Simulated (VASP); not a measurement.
Input of a VASP 6.6.1 run:

Contents of POSCAR:

```
NaI
1.0
    3.2333524064      3.2333524064      0.0000000000
   -3.2333524064      3.2333524064      0.0000000000
    0.0000000000      3.2333524064      3.2333524064
Na I
1 1
Direct
    0.0000000000      0.0000000000      0.0000000000
    0.5000000000      0.5000000000      0.0000000000
```

File INCAR.step1:

```
ALGO = Normal
EDIFF = 1E-4
ENCUT = 520
GGA = PE
ISMEAR = 0
LASPH = T
LCHARG = F
LREAL = F
LWAVE = T
NBANDS = 14
NELM = 80
PREC = Accurate
SIGMA = 0.01
```

INCAR.step2

```
ALGO = Normal
EDIFF = 1E-7
ENCUT = 520
ISIF = 2
ISMEAR = 0
ISTART = 1
LASPH = T
LCHARG = F
LMIXTAU = T
LREAL = F
LWAVE = F
METAGGA = R2SCAN
NBANDS = 14
NELM = 80
PREC = Accurate
SIGMA = 0.01
```

Contents of KPOINTS:

```
k-points
0
Gamma
  6 6 6
```

Potentials or basis: VASP PAW PBE potentials, release 64 (Na_pv, I).

Launch:

```sh
$ cat potpaw_PBE.64/Na_pv/POTCAR potpaw_PBE.64/I/POTCAR > POTCAR
$ cp INCAR.step1 INCAR
$ mpirun -np 1 vasp_std > vasp.out
$ cp INCAR.step2 INCAR
$ mpirun -np 1 vasp_std > vasp.out
```

**Question.** Estimate the pressure.

**Answer.** -0.1 GPa.

**Question.** What does it give for the band gap on the k mesh?

**Answer.** 4.45 eV, direct.

Caveat: the PAW data sets were made with another functional, which shifts forces and pressure a little; spin-orbit coupling is left out, which moves the levels of the heavy elements. r2SCAN opens gaps a little over a GGA but as a rule still falls short of measured ones.
